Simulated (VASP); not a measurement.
Runs of VASP 6.6.1 on TePb. The structure is that of space group Fm-3m (No. 225), or close to it. The cells are those of the table. 

| cell | pressure (GPa) |
| --- | --- |
| a = 4.674 Å, angles 60.0°, 2 atoms | -1.8 |
| a = 4.539 Å, angles 60.0°, 2 atoms | 1.7 |
| a = 4.492 Å, angles 60.0°, 2 atoms | (b) |
| a = 4.585 Å, angles 60.0°, 2 atoms | 0.2 |
| a = 4.629 Å, angles 60.0°, 2 atoms | (a) |

Alike in all rows: task single point; level r2SCAN+D3(BJ); potentials or basis VASP PAW PBE potentials, release 64 (Te, Pb_d); no spin polarisation; k mesh 5 × 5 × 5; cutoff (eV) 520; smearing fermi-dirac 0.1 eV.

Question: Fill in the values left out.

Answer: (a) -1.0; (b) 3.4.

Caveats: three body term missing; the PAW data sets were made with another functional, which shifts forces and pressure a little.
